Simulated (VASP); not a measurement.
The system is Co.

```
CELL_PARAMETERS angstrom
2.42164 0.00000 0.00000
-1.21082 2.09720 0.00000
0.00000 0.00000 3.93069
ATOMIC_POSITIONS crystal
Co 0.33333 0.66667 0.25000
Co 0.66667 0.33333 0.75000
```

Base run:

- Program: VASP 6.6.1
- Functional: LDA
- Potentials or basis: VASP PAW LDA potentials, release 64 (Co)
- Cutoff: 520 eV
- k mesh: 10 × 10 × 6
- Occupations: gaussian, width 0.05 eV
- Spin: collinear spin, ferromagnetic start
- Starting moments: [2.5, 2.5] μB

Its results: pressure -1.1 GPa; net moment 2.91 μB per cell; site moments Co +1.45 μB.

The run is repeated on the same cell with these changes: potentials or basis from VASP PAW LDA potentials, release 64 (Co) to VASP PAW LDA potentials, release 64 (Co_sv); cutoff from 520 eV to 600 eV; further incar settings from ALGO = Normal; EDIFF = 1e-06; NBANDS = 20 to ALGO = Normal; EDIFF = 1e-06; NBANDS = 28; valence electrons from 18 to 34. What comes out?

Pressure -3.9 GPa; net moment 2.91 μB per cell; site moments Co +1.49 μB.
